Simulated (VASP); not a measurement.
# Ag (Fm-3m) in VASP: a series of runs

Ag is run at these levels: PBE; tasks: single point.

All numbers are computed with VASP 6.6.1; they aren't measurements. Logs are shortened: lines on timing, memory, paths and dates and some standing lists are left out, and cuts for length are marked.

### 1 The cell of the first run

It takes space group Fm-3m (No. 225, cubic). The conventional cell has a = 4.147 Å, b = 4.147 Å, c = 4.147 Å, α = 90.00°, β = 90.00°, γ = 90.00°. Within 3.9 Å of Ag (site symmetry m-3m) lie 12 Ag at 2.93 Å.

### 2 Single point, PBE

Input file INCAR:

```
SYSTEM = Ag
  PREC = Accurate
  ENCUT = 520
  EDIFF = 1E-6
  ISMEAR = 0
  SIGMA = 0.1
  LREAL = .False.
  LASPH = .True.
  NELM = 80
  ALGO = Fast
  ISIF = 2
  LWAVE = .False.
  LCHARG = .False.
  GGA = PE
  NBANDS = 12
```

Input file KPOINTS:

```
regular mesh
0
Gamma
  18 18 18
  0 0 0
```

Input file POSCAR:

```
Ag
1.0
    0.0000000000      2.0735956984      2.0735956984
    2.0735956984      0.0000000000      2.0735956984
    2.0735956984      2.0735956984      0.0000000000
Ag
1
Direct
    0.0000000000      0.0000000000      0.0000000000
```

Potentials or basis: VASP PAW PBE potentials, release 64 (Ag).

On the command line:

```sh
$ cat potpaw_PBE.64/Ag/POTCAR > POTCAR
$ mpirun -np 1 vasp_std > vasp.out
```

OUTCAR:

```text
SYSTEM = Ag
   PREC = Accurate
   ENCUT = 520
   EDIFF = 1E-6
   ISMEAR = 0
   LREAL = .False.
   LASPH = .True.
   NELM = 80
   ISIF = 2
   GGA = PE

 ion  position               nearest neighbor table
   1  0.000  0.000  0.000-

  LATTYP: Found a face centered cubic cell.
 ALAT       =     4.1471913968

  Lattice vectors:

 A1 = (   0.0000000000,   2.0735956984,   2.0735956984)
 A2 = (   2.0735956984,   0.0000000000,   2.0735956984)
 A3 = (   2.0735956984,   2.0735956984,   0.0000000000)

Analysis of symmetry for initial positions (statically):
=====================================================================
 Subroutine PRICEL returns:
 Original cell was already a primitive cell.

 Routine SETGRP: Setting up the symmetry group for a
 face centered cubic supercell.

 Subroutine GETGRP returns: Found 48 space group operations
 (whereof 48 operations were pure point group operations)
 out of a pool of 48 trial point group operations.

The static configuration has the point symmetry O_h .

Analysis of symmetry for dynamics (positions and initial velocities):
=====================================================================
 Subroutine PRICEL returns:
 Original cell was already a primitive cell.

 Routine SETGRP: Setting up the symmetry group for a
 face centered cubic supercell.

 Subroutine GETGRP returns: Found 48 space group operations
 (whereof 48 operations were pure point group operations)
 out of a pool of 48 trial point group operations.

The dynamic configuration has the point symmetry O_h .

 Subroutine INISYM returns: Found 48 space group operations
 (whereof 48 operations are pure point group operations),
 and found     1 'primitive' translations

----------------------------------------------------------------------------------------

                                     Primitive cell

  volume of cell :      17.8321

  direct lattice vectors                    reciprocal lattice vectors
     0.000000000  2.073595698  2.073595698    -0.241127043  0.241127043  0.241127043
     2.073595698  0.000000000  2.073595698     0.241127043 -0.241127043  0.241127043
     2.073595698  2.073595698  0.000000000     0.241127043  0.241127043 -0.241127043

  length of vectors
     2.932507160  2.932507160  2.932507160     0.417644290  0.417644290  0.417644290

  position of ions in fractional coordinates (direct lattice)
     0.000000000  0.000000000  0.000000000

  ion indices of the primitive-cell ions
   primitive index   ion index
                 1           1

----------------------------------------------------------------------------------------

 KPOINTS: regular mesh

Automatic generation of k-mesh.
 Grid dimensions read from file:
 generate k-points for:   18   18   18

 Generating k-lattice:

  Cartesian coordinates                     Fractional coordinates (reciprocal lattice)
    -0.013395947  0.013395947  0.013395947     0.055555556  0.000000000  0.000000000
     0.013395947 -0.013395947  0.013395947     0.000000000  0.055555556  0.000000000
     0.013395947  0.013395947 -0.013395947     0.000000000  0.000000000  0.055555556

  Length of vectors
     0.023202461  0.023202461  0.023202461

  Shift w.r.t. Gamma in fractional coordinates (k-lattice)
     0.000000000  0.000000000  0.000000000

 Subroutine IBZKPT returns following result:
 ===========================================

 Found    195 irreducible k-points:

 Following reciprocal coordinates:
            Coordinates               Weight
  0.000000  0.000000  0.000000      1.000000
  0.055556  0.000000  0.000000      8.000000
  0.111111  0.000000  0.000000      8.000000
  0.166667  0.000000  0.000000      8.000000
  0.222222  0.000000  0.000000      8.000000
  0.277778  0.000000  0.000000      8.000000
[... 16 lines left out ...]
 -0.277778  0.055556  0.000000     24.000000
 -0.222222  0.055556  0.000000     24.000000
 [... further k-points ...]
   k-points           NKPTS =    195   k-points in BZ     NKDIM =    195   number of bands    NBANDS=     12
   number of dos      NEDOS =    301   number of ions     NIONS =      1
   total plane-waves  NPLWV =  13824
   dimension x,y,z NGX =    24 NGY =   24 NGZ =   24
   dimension x,y,z NGXF=    48 NGYF=   48 NGZF=   48
   ions per type =               1
   NGX,Y,Z   is equivalent  to a cutoff of  13.61, 13.61, 13.61 a.u.
   NGXF,Y,Z  is equivalent  to a cutoff of  27.21, 27.21, 27.21 a.u.
 SYSTEM =  Ag
   PREC   = accura    normal or accurate (medium, high low for compatibility)
   ISTART =      0    job   : 0-new  1-cont  2-samecut
   ICHARG =      2    charge: 1-file 2-atom 10-const
   ISPIN  =      1    spin polarized calculation?
   LNONCOLLINEAR =      F non collinear calculations
   LSORBIT =      F    spin-orbit coupling
   LASPH  =      T    aspherical Exc in radial PAW
   ENCUT  =  520.0 eV  38.22 Ry    6.18 a.u.   5.45  5.45  5.45*2*pi/ulx,y,z
   NELM   =     80;   NELMIN=  2; NELMDL= -5     # of ELM steps
   EDIFF  = 0.1E-05   stopping-criterion for ELM
   LREAL  =      F    real-space projection
   EDIFFG = 0.1E-04   stopping-criterion for IOM
   NSW    =      0    number of steps for IOM
   IBRION =     -1    ionic relax: 0-MD 1-quasi-New 2-CG
   NFREE  =      0    steps in history (QN), initial steepest desc. (CG)
   ISIF   =      2    stress and relaxation
   ISYM   =      2    0-nonsym 1-usesym 2-fastsym
   POTIM  = 0.5000    time-step for ionic-motion
   TEBEG  =    0.0;   TEEND  =   0.0 temperature during run
   PSTRESS=    0.0 pullay stress
   NELECT =      11.0000    total number of electrons
   NUPDOWN=      -1.0000    fix difference up-down
   EMIN   =  10.00;   EMAX   =-10.00  energy-range for DOS
   EFERMI =   0.00;   METHOD = LEGACY
   ISMEAR =     0;   SIGMA  =   0.10  broadening in eV -4-tet -1-fermi 0-gaus
   EFERMI_NEDOS =   21; number of points for ismear=-14 and -15
   IALGO  =     68    algorithm
   IMIX   =      4    mixing-type and parameters
     AMIX     =   0.40;   BMIX     =  1.00
     AMIX_MAG =   1.60;   BMIX_MAG =  1.00
  volume/ion in A,a.u.               =      17.83       120.34
  Fermi-wavevector in a.u.,A,eV,Ry     =   1.393601  2.633523 26.424181  1.942123
  Thomas-Fermi vector in A             =   2.517231
   LORBIT       =      0    0 simple, 1 ext, 2 COOP (PROOUT), +10 PAW based schemes
   GGA     = PE    functional components
   LHFCALC =     F    Hartree Fock is set to
   AEXX    =    0.0000 exact exchange contribution
   IVDW    =     0    specifies the selected vdW correction
   LEPSILON=     F    determine dielectric tensor
   LRPA    =     F    only Hartree local field effects (RPA)
 non-spin polarized calculation
 RMM-DIIS sequential band-by-band and
 Gauss-broadening in eV      SIGMA  =   0.10
  energy-cutoff  :      520.00
  volume of cell :       17.83
 maximum number of plane-waves:       531
 NGX is ok and might be reduce to    24
   NGX = 11   NGY = 11   NGZ = 11

 number of electron      11.0000000 magnetization

 Free energy of the ion-electron system (eV)
  ---------------------------------------------------
  ext. energy  EPLUGINS =         0.00000000
  ---------------------------------------------------
  free energy    TOTEN  =        -2.72080510 eV

  energy without entropy =       -2.71971961  energy(sigma->0) =       -2.72026235

 E-fermi :   7.7911     XC(G=0): -11.9442

 val. band max:        7.7605711735   @ k =   0.5000   0.1667   0.0556
 cond. band min:       7.9005931362   @ k =   0.5000   0.3333   0.1111
 fundamental gap:      0.1400219627
 Fermi energy:         7.7910871622

 k-point     1 :       0.0000    0.0000    0.0000
  band No.  band energies     occupation
      1       0.3783      2.00000
      2       3.1727      2.00000
      3       3.1727      2.00000
      4       3.1727      2.00000
      5       4.1272      2.00000
      6       4.1272      2.00000
      7      23.7429      0.00000
      8      27.0559      0.00000
      9      27.0559      0.00000
     10      27.0559      0.00000
     11      31.7564      0.00000
     12      32.6190      0.00000

 k-point     2 :       0.0556    0.0000    0.0000
  band No.  band energies     occupation
      1       0.4716      2.00000
      2       3.1523      2.00000
      3       3.1979      2.00000
      4       3.1979      2.00000
      5       4.1178      2.00000
      6       4.1178      2.00000
      7      23.7478      0.00000
      8      26.2146      0.00000
      9      27.0811      0.00000
     10      27.0811      0.00000
     11      31.7674      0.00000
     12      32.5329      0.00000

 k-point     3 :       0.1111    0.0000    0.0000
  band No.  band energies     occupation
      1       0.7415      2.00000
      2       3.1052      2.00000
      3       3.2632      2.00000
      4       3.2632      2.00000
      5       4.0993      2.00000
      6       4.0993      2.00000
      7      23.3891      0.00000
      8      24.8996      0.00000
      9      27.1352      0.00000
     10      27.1352      0.00000
     11      30.9469      0.00000
     12      32.2072      0.00000

 k-point     4 :       0.1667    0.0000    0.0000
  band No.  band energies     occupation
      1       1.1455      2.00000
      2       3.0847      2.00000
      3       3.3357      2.00000
      4       3.3357      2.00000
      5       4.1040      2.00000
      6       4.1040      2.00000
      7      21.7660      0.00000
      8      24.5635      0.00000
      9      27.1537      0.00000
     10      27.1537      0.00000
     11      30.2612      0.00000
     12      31.6047      0.00000

 k-point     5 :       0.2222    0.0000    0.0000
  band No.  band energies     occupation
      1       1.5610      2.00000
      2       3.2272      2.00000
      3       3.3670      2.00000
      4       3.3670      2.00000
      5       4.1769      2.00000
      6       4.1769      2.00000
      7      19.6904      0.00000
      8      24.4112      0.00000
      9      27.0366      0.00000
     10      27.0366      0.00000
     11      30.1020      0.00000
     12      30.9260      0.00000
[... 228 lines left out ...]
      1       1.8005      2.00000
      2       3.1757      2.00000
      3       3.2291      2.00000
      4       4.5930      2.00000
      5       4.6686      2.00000
      6       6.4322      2.00000
      7      13.0474      0.00000
      8      22.9983      0.00000
      9      24.6211      0.00000
     10      25.8528      0.00000
     11      30.0903      0.00000
     12      30.4349      0.00000

 k-point    22 :      -0.3333    0.0556    0.0000
  band No.  band energies     occupation
      1       1.8568      2.00000
      2       3.2381      2.00000
      3       3.2857      2.00000
      4       4.3198      2.00000
      5       4.4745      2.00000
      6       5.3971      2.00000
      7      14.9041      0.00000
      8      23.2241      0.00000
      9      24.9551      0.00000
     10      26.7239      0.00000
     11      29.9213      0.00000
     12      30.1623      0.00000

 k-point    23 :      -0.2778    0.0556    0.0000
  band No.  band energies     occupation
      1       1.8762      2.00000
      2       3.2966      2.00000
      3       3.3531      2.00000
      4       3.7988      2.00000
      5       4.2631      2.00000
      6       4.7494      2.00000
      7      16.9328      0.00000
      8      23.5120      0.00000
      9      25.4687      0.00000
     10      27.7192      0.00000
     11      29.6395      0.00000
     12      29.7948      0.00000

 k-point    24 :      -0.2222    0.0556    0.0000
  band No.  band energies     occupation
      1       1.7385      2.00000
      2       3.1979      2.00000
      3       3.4001      2.00000
      4       3.4272      2.00000
      5       4.0864      2.00000
      6       4.4291      2.00000
      7      19.0449      0.00000
      8      23.7999      0.00000
      9      26.0129      0.00000
     10      28.4119      0.00000
     11      29.1640      0.00000
     12      30.0693      0.00000

 [... further k-points ...]

------------------------ aborting loop because EDIFF is reached ----------------------------------------

  FORCE on cell =-STRESS in cart. coord.  units (eV):
  Direction    XX          YY          ZZ          XY          YZ          ZX
  --------------------------------------------------------------------------------------
  -------------------------------------------------------------------------------------
  Total       -0.0052412     -0.0052412     -0.0052412     -0.0000000     -0.0000000      0.0000000
  in kB       -0.4709114     -0.4709114     -0.4709114     -0.0000000     -0.0000000      0.0000000
  external PRESSURE =      -0.4709114 kB  Pullay stress =       0.0000000 kB

 VOLUME and BASIS-vectors are now :
 -----------------------------------------------------------------------------
  energy-cutoff  :      520.00
  volume of cell :       17.83
      direct lattice vectors                 reciprocal lattice vectors
     0.000000000  2.073595698  2.073595698    -0.241127043  0.241127043  0.241127043
     2.073595698  0.000000000  2.073595698     0.241127043 -0.241127043  0.241127043
     2.073595698  2.073595698  0.000000000     0.241127043  0.241127043 -0.241127043

 POSITION                                       TOTAL-FORCE (eV/Angst)
 -----------------------------------------------------------------------------------
      0.00000      0.00000      0.00000        -0.000000     -0.000000      0.000000
 -----------------------------------------------------------------------------------
    total drift:                               -0.000000      0.000000      0.000000

  FREE ENERGIE OF THE ION-ELECTRON SYSTEM (eV)
  ---------------------------------------------------
  free  energy   TOTEN  =        -2.7208051014 eV

  energy  without entropy=       -2.7197196079  energy(sigma->0) =       -2.72026235
```

Run time: 13 s. Hardware: 1 thread of Intel Xeon 6975P-C (Granite Rapids), shared host; peak memory 0.17 GiB.

What came out:

- Free energy: -2.7208 eV
- Pressure: 0.0 GPa

(Continued in part 2 of 2.)
